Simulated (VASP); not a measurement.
Set up this calculation in VASP 6.6.1, as the native input.

```
Task                   : single point
Functional             : LDA
Potentials or basis    : VASP PAW LDA potentials, release 64 (Ni, Al)
Cutoff                 : 520 eV
k mesh                 : 9 × 9 × 9
Occupations            : fermi-dirac, width 0.05 eV
Spin                   : collinear spin, ferromagnetic start
Starting moments       : [1.0, 0.0] μB
Dipole correction      : no
Further INCAR settings : ALGO = Normal; EDIFF = 1e-07; NBANDS = 18
```

The structure of AlNi lies in POSCAR:

```
AlNi
1.0
    2.9375045414      0.0000000000      0.0000000000
    0.0000000000      2.9375045414      0.0000000000
    0.0000000000      0.0000000000      2.9375045414
Ni Al
1 1
Direct
    0.5000000000      0.5000000000      0.5000000000
    0.0000000000      0.0000000000      0.0000000000
```

The input as run:

INCAR

```
PREC = Accurate
ENCUT = 520
EDIFF = 1E-7
ISMEAR = -1
SIGMA = 0.05
LREAL = False
LASPH = True
NELM = 150
ALGO = Normal
ISIF = 2
LWAVE = False
LCHARG = True
ISPIN = 2
MAGMOM = 1 0
LORBIT = 11
LMAXMIX = 4
GGA = CA
LELF = True
LVHAR = True
NBANDS = 18
```

KPOINTS

```
Automatic mesh
0
Gamma
  9 9 9
```

Potentials or basis: VASP PAW LDA potentials, release 64 (Ni, Al).

Run with:

```bash
$ cat potpaw_LDA.64/Ni/POTCAR potpaw_LDA.64/Al/POTCAR > POTCAR
$ mpirun -np 1 vasp_std > vasp.out
```

It gave:

```
Pressure                                              : -15.9 GPa
Net moment                                            : 0.00 μB per cell
Valence electrons inside the program's atomic spheres : Ni 9.40; Al 0.78
```

Wall time 25 s on 1 thread of Intel(R) Xeon(R) Platinum 8488C (Sapphire Rapids), with other jobs on the host, peak memory 0.14 GiB.
